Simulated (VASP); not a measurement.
# Bi2Te (I-42d) in VASP: single point with PBE

Aim: the single point of Bi2Te with PBE.

Program: VASP 6.6.1. These are calculated values, not measurements. Logs are shortened: lines on timing, memory, paths and dates and some standing lists are left out, and cuts for length are marked.

## 1. The cell of the first run

Symmetry: I-42d, No. 122, tetragonal system. Conventional cell: a = 8.016 Å, b = 8.016 Å, c = 6.349 Å, α = 90.00°, β = 90.00°, γ = 90.00°. Within 4.3 Å of Bi (site symmetry 2) lie 4 Te at 3.17 to 4.01 Å and 8 Bi at 3.36 to 4.21 Å. Te (site symmetry -4) has 12 Bi at 3.17 to 4.49 Å and 4 Te at 4.31 Å within 4.5 Å.

## 2. Single point, PBE

Contents of INCAR:

```
SYSTEM = Bi2Te
ALGO = Fast
EDIFF = 1E-7
ENCUT = 520
GGA = PE
ISIF = 2
ISMEAR = -1
LASPH = .True.
LCHARG = .False.
LREAL = .False.
LWAVE = .False.
NBANDS = 45
NELM = 60
PREC = Accurate
SIGMA = 0.05
```

Contents of KPOINTS:

```
k-points
0
Gamma
  6 6 6
  0 0 0
```

Contents of POSCAR:

```
Bi2Te
1.0
   -4.0079070000      4.0079070000      3.1743210000
    4.0079070000     -4.0079070000      3.1743210000
    4.0079070000      4.0079070000     -3.1743210000
Bi Te
4 2
Direct
    0.4524660000      0.6250000000      0.3274660000
    0.2975340000      0.1250000000      0.6725340000
    0.8750000000      0.5475340000      0.1725340000
    0.3750000000      0.7024660000      0.8274660000
    0.7500000000      0.2500000000      0.5000000000
    0.0000000000      0.0000000000      0.0000000000
```

Potentials or basis: VASP PAW PBE potentials, release 64 (Bi_d, Te).

The run is started by

```
cat potpaw_PBE.64/Bi_d/POTCAR potpaw_PBE.64/Te/POTCAR > POTCAR
mpirun -np 1 vasp_std > vasp.out
```

OUTCAR:

```text
SYSTEM = Bi2Te
   EDIFF = 1E-7
   ENCUT = 520
   GGA = PE
   ISIF = 2
   ISMEAR = -1
   LASPH = .True.
   LREAL = .False.
   NELM = 60
   PREC = Accurate

 ion  position               nearest neighbor table
   1  0.452  0.625  0.327-   5 3.17   6 3.17   3 3.36   4 3.36   3 3.36   4 3.36
   2  0.298  0.125  0.673-   5 3.17   6 3.17   4 3.36   3 3.36   4 3.36   3 3.36
   3  0.875  0.548  0.173-   5 3.17   6 3.17   1 3.36   2 3.36   1 3.36   2 3.36
   4  0.375  0.702  0.827-   6 3.17   5 3.17   2 3.36   1 3.36   1 3.36   2 3.36
   5  0.750  0.250  0.500-   4 3.17   2 3.17   3 3.17   1 3.17
   6  0.000  0.000  0.000-   1 3.17   2 3.17   3 3.17   4 3.17

  LATTYP: Found a body centered tetragonal cell.
 ALAT       =     8.0158140000
 C/A-ratio  =     0.7920146351

  Lattice vectors:

 A1 = (  -4.0079070000,   4.0079070000,   3.1743210000)
 A2 = (   4.0079070000,  -4.0079070000,   3.1743210000)
 A3 = (   4.0079070000,   4.0079070000,  -3.1743210000)

Analysis of symmetry for initial positions (statically):
=====================================================================
 Subroutine PRICEL returns:
 Original cell was already a primitive cell.

 Routine SETGRP: Setting up the symmetry group for a
 body centered tetragonal supercell.

 Subroutine GETGRP returns: Found  8 space group operations
 (whereof  4 operations were pure point group operations)
 out of a pool of 16 trial point group operations.

The static configuration has the point symmetry S_4 .
 The point group associated with its full space group is D_2d.

Analysis of symmetry for dynamics (positions and initial velocities):
=====================================================================
 Subroutine PRICEL returns:
 Original cell was already a primitive cell.

 Routine SETGRP: Setting up the symmetry group for a
 body centered tetragonal supercell.

 Subroutine GETGRP returns: Found  8 space group operations
 (whereof  4 operations were pure point group operations)
 out of a pool of 16 trial point group operations.

The dynamic configuration has the point symmetry S_4 .
 The point group associated with its full space group is D_2d.

 Subroutine INISYM returns: Found  8 space group operations
 (whereof  4 operations are pure point group operations),
 and found     1 'primitive' translations

----------------------------------------------------------------------------------------

                                     Primitive cell

  volume of cell :     203.9605

  direct lattice vectors                    reciprocal lattice vectors
    -4.007907000  4.007907000  3.174321000     0.000000000  0.124753394  0.157514001
     4.007907000 -4.007907000  3.174321000     0.124753394  0.000000000  0.157514001
     4.007907000  4.007907000 -3.174321000     0.124753394  0.124753394  0.000000000

  length of vectors
     6.496379827  6.496379827  6.496379827     0.200932998  0.200932998  0.176427941

  position of ions in fractional coordinates (direct lattice)
     0.452466000  0.625000000  0.327466000
     0.297534000  0.125000000  0.672534000
     0.875000000  0.547534000  0.172534000
     0.375000000  0.702466000  0.827466000
     0.750000000  0.250000000  0.500000000
     0.000000000  0.000000000  0.000000000

  ion indices of the primitive-cell ions
   primitive index   ion index
                 1           1
                 2           2
                 3           3
                 4           4
                 5           5
                 6           6

----------------------------------------------------------------------------------------

 KPOINTS: k-points

Automatic generation of k-mesh.
 Grid dimensions read from file:
 generate k-points for:    6    6    6

 Generating k-lattice:

  Cartesian coordinates                     Fractional coordinates (reciprocal lattice)
     0.000000000  0.020792232  0.026252333     0.166666667 -0.000000000  0.000000000
     0.020792232  0.000000000  0.026252333    -0.000000000  0.166666667  0.000000000
     0.020792232  0.020792232  0.000000000     0.000000000  0.000000000  0.166666667

  Length of vectors
     0.033488833  0.033488833  0.029404657

  Shift w.r.t. Gamma in fractional coordinates (k-lattice)
     0.000000000  0.000000000  0.000000000

 Subroutine IBZKPT returns following result:
 ===========================================

 Found     30 irreducible k-points:

 Following reciprocal coordinates:
            Coordinates               Weight
  0.000000  0.000000  0.000000      1.000000
  0.166667 -0.000000  0.000000      8.000000
  0.333333 -0.000000  0.000000      8.000000
  0.500000  0.000000 -0.000000      4.000000
  0.166667  0.166667  0.000000      8.000000
  0.333333  0.166667  0.000000     16.000000
[... 16 lines left out ...]
 -0.333333 -0.333333  0.166667      8.000000
 -0.166667 -0.333333  0.166667      8.000000
 [... further k-points ...]
   k-points           NKPTS =     30   k-points in BZ     NKDIM =     30   number of bands    NBANDS=     45
   number of dos      NEDOS =    301   number of ions     NIONS =      6
   total plane-waves  NPLWV = 110592
   dimension x,y,z NGX =    48 NGY =   48 NGZ =   48
   dimension x,y,z NGXF=    96 NGYF=   96 NGZF=   96
   ions per type =               4   2
   NGX,Y,Z   is equivalent  to a cutoff of  12.28, 12.28, 12.28 a.u.
   NGXF,Y,Z  is equivalent  to a cutoff of  24.57, 24.57, 24.57 a.u.
 SYSTEM =  Bi2Te
   PREC   = accura    normal or accurate (medium, high low for compatibility)
   ISTART =      0    job   : 0-new  1-cont  2-samecut
   ICHARG =      2    charge: 1-file 2-atom 10-const
   ISPIN  =      1    spin polarized calculation?
   LNONCOLLINEAR =      F non collinear calculations
   LSORBIT =      F    spin-orbit coupling
   LASPH  =      T    aspherical Exc in radial PAW
   ENCUT  =  520.0 eV  38.22 Ry    6.18 a.u.  12.08 12.08 12.08*2*pi/ulx,y,z
   NELM   =     60;   NELMIN=  2; NELMDL= -5     # of ELM steps
   EDIFF  = 0.1E-06   stopping-criterion for ELM
   LREAL  =      F    real-space projection
   EDIFFG = 0.1E-05   stopping-criterion for IOM
   NSW    =      0    number of steps for IOM
   IBRION =     -1    ionic relax: 0-MD 1-quasi-New 2-CG
   NFREE  =      0    steps in history (QN), initial steepest desc. (CG)
   ISIF   =      2    stress and relaxation
   ISYM   =      2    0-nonsym 1-usesym 2-fastsym
   POTIM  = 0.5000    time-step for ionic-motion
   TEBEG  =    0.0;   TEEND  =   0.0 temperature during run
   PSTRESS=    0.0 pullay stress
   NELECT =      72.0000    total number of electrons
   NUPDOWN=      -1.0000    fix difference up-down
   EMIN   =  10.00;   EMAX   =-10.00  energy-range for DOS
   EFERMI =   0.00;   METHOD = LEGACY
   ISMEAR =    -1;   SIGMA  =   0.05  broadening in eV -4-tet -1-fermi 0-gaus
   EFERMI_NEDOS =   21; number of points for ismear=-14 and -15
   IALGO  =     68    algorithm
   IMIX   =      4    mixing-type and parameters
     AMIX     =   0.40;   BMIX     =  1.00
     AMIX_MAG =   1.60;   BMIX_MAG =  1.00
  volume/ion in A,a.u.               =      33.99       229.40
  Fermi-wavevector in a.u.,A,eV,Ry     =   1.157010  2.186431 18.213728  1.338671
  Thomas-Fermi vector in A             =   2.293625
   LORBIT       =      0    0 simple, 1 ext, 2 COOP (PROOUT), +10 PAW based schemes
   GGA     = PE    functional components
   LHFCALC =     F    Hartree Fock is set to
   AEXX    =    0.0000 exact exchange contribution
   IVDW    =     0    specifies the selected vdW correction
   LEPSILON=     F    determine dielectric tensor
   LRPA    =     F    only Hartree local field effects (RPA)
 non-spin polarized calculation
 RMM-DIIS sequential band-by-band and
  energy-cutoff  :      520.00
  volume of cell :      203.96
 maximum number of plane-waves:      5524
   NGX = 25   NGY = 25   NGZ = 25

 number of electron      71.9999989 magnetization

 Free energy of the ion-electron system (eV)
  ---------------------------------------------------
  ext. energy  EPLUGINS =         0.00000000
  ---------------------------------------------------
  free energy    TOTEN  =       -21.91916485 eV

  energy without entropy =      -21.90290597  energy(sigma->0) =      -21.91103541

 E-fermi :   6.4970     XC(G=0):  -9.5622

 val. band max:        6.4969824375   @ k =  -0.3333   0.5000   0.1667
 cond. band min:       6.5985677747   @ k =   0.5000   0.5000   0.3333
 fundamental gap:      0.1015853372
 Fermi energy:         6.4970448735

 k-point     1 :       0.0000    0.0000    0.0000
  band No.  band energies     occupation
      1     -16.5950      2.00000
      2     -16.5810      2.00000
      3     -16.5810      2.00000
      4     -16.5599      2.00000
      5     -16.5486      2.00000
      6     -16.5397      2.00000
[... 37 lines left out ...]
     44      11.2519      0.00000
     45      11.2743      0.00000

 k-point     2 :       0.1667   -0.0000    0.0000
  band No.  band energies     occupation
      1     -16.5931      2.00000
      2     -16.5795      2.00000
      3     -16.5776      2.00000
      4     -16.5632      2.00000
      5     -16.5463      2.00000
      6     -16.5393      2.00000
[... 37 lines left out ...]
     44      10.8885      0.00000
     45      11.7509      0.00000

 k-point     3 :       0.3333   -0.0000    0.0000
  band No.  band energies     occupation
      1     -16.5894      2.00000
      2     -16.5761      2.00000
      3     -16.5682      2.00000
      4     -16.5617      2.00000
      5     -16.5432      2.00000
      6     -16.5394      2.00000
[... 37 lines left out ...]
     44      10.4711      0.00000
     45      12.0494      0.00000

 k-point     4 :       0.5000    0.0000   -0.0000
  band No.  band energies     occupation
      1     -16.5874      2.00000
      2     -16.5753      2.00000
      3     -16.5568      2.00000
      4     -16.5526      2.00000
      5     -16.5470      2.00000
      6     -16.5404      2.00000
[... 901 lines left out ...]
     44       9.8330      0.00000
     45      11.4740      0.00000

 k-point    23 :      -0.3333   -0.3333    0.1667
  band No.  band energies     occupation
      1     -16.5843      2.00000
      2     -16.5681      2.00000
      3     -16.5673      2.00000
      4     -16.5491      2.00000
      5     -16.5423      2.00000
      6     -16.5358      2.00000
[... 37 lines left out ...]
     44       9.4716      0.00000
     45      11.3854      0.00000

 k-point    24 :      -0.1667   -0.3333    0.1667
  band No.  band energies     occupation
      1     -16.5877      2.00000
      2     -16.5734      2.00000
      3     -16.5693      2.00000
      4     -16.5618      2.00000
      5     -16.5400      2.00000
      6     -16.5367      2.00000
[... 37 lines left out ...]
     44       9.5988      0.00000
     45      11.7332      0.00000

 [... further k-points ...]

------------------------ aborting loop because EDIFF is reached ----------------------------------------

  FORCE on cell =-STRESS in cart. coord.  units (eV):
  Direction    XX          YY          ZZ          XY          YZ          ZX
  --------------------------------------------------------------------------------------
  -------------------------------------------------------------------------------------
  Total       -0.1204936     -0.1204936     -0.7546833      0.0000000      0.0000000      0.0000000
  in kB       -0.9465173     -0.9465173     -5.9282870      0.0000000      0.0000000      0.0000000
  external PRESSURE =      -2.6071072 kB  Pullay stress =       0.0000000 kB

 VOLUME and BASIS-vectors are now :
 -----------------------------------------------------------------------------
  energy-cutoff  :      520.00
  volume of cell :      203.96
      direct lattice vectors                 reciprocal lattice vectors
    -4.007907000  4.007907000  3.174321000     0.000000000  0.124753394  0.157514001
     4.007907000 -4.007907000  3.174321000     0.124753394  0.000000000  0.157514001
     4.007907000  4.007907000 -3.174321000     0.124753394  0.124753394  0.000000000

 POSITION                                       TOTAL-FORCE (eV/Angst)
 -----------------------------------------------------------------------------------
      2.00395      0.62095      2.38074         0.000000     -0.135356      0.000000
      2.00395      3.38695     -0.79358         0.000000      0.135356     -0.000000
     -0.62095      2.00395      3.96790         0.135356      0.000000     -0.000000
      4.62886      2.00395      0.79358        -0.135356      0.000000      0.000000
     -0.00000      4.00791      1.58716         0.000000      0.000000      0.000000
      0.00000      0.00000      0.00000         0.000000      0.000000     -0.000000
 -----------------------------------------------------------------------------------
    total drift:                                0.000000      0.000000      0.000000

  FREE ENERGIE OF THE ION-ELECTRON SYSTEM (eV)
  ---------------------------------------------------
  free  energy   TOTEN  =       -21.9191648482 eV

  energy  without entropy=      -21.9029059677  energy(sigma->0) =      -21.91103541
```

It took 9.2 min on 1 thread of Intel Xeon 8259CL, shared host; peak memory 0.45 GiB.

What came out:

```yaml
Free_energy: -21.9192 eV
Pressure: -0.3 GPa
Largest_force: 0.135 eV/Å
Band_gap_on_the_k_mesh: zero (bands 36 and 37 overlap by 0.55 eV)
```

Forces in eV/Å, atoms in the order of the input:
```
Bi   0.000 -0.135  0.000
Bi   0.000  0.135  0.000
Bi   0.135  0.000  0.000
Bi  -0.135  0.000  0.000
Te   0.000  0.000  0.000
Te   0.000  0.000  0.000
```

Levels at points of the mesh, in eV from the Fermi level:
```csv
k point,band 32,band 33,band 34,band 35,band 36,band 37,band 38,band 39,band 40,band 41
"(0.00, 0.00, 0.00)",-3.21,-3.21,-1.39,-1.39,-0.79,0.88,1.90,2.62,2.62,3.35
"(0.50, 0.00, 0.00)",-2.03,-1.38,-1.30,-0.55,-0.39,0.47,0.77,0.83,1.68,2.11
"(0.50, 0.50, 0.00)",-1.96,-1.41,-1.41,-0.64,-0.64,0.12,0.12,1.27,1.27,2.33
"(0.50, 0.50, 0.50)",-2.36,-1.74,-1.74,0.13,0.13,0.30,0.30,1.05,1.05,2.12
```

Caveat: spin-orbit coupling is left out, which moves the levels of the heavy elements.

The gap in the log of VASP goes by the Fermi energy; the results here count the filled bands.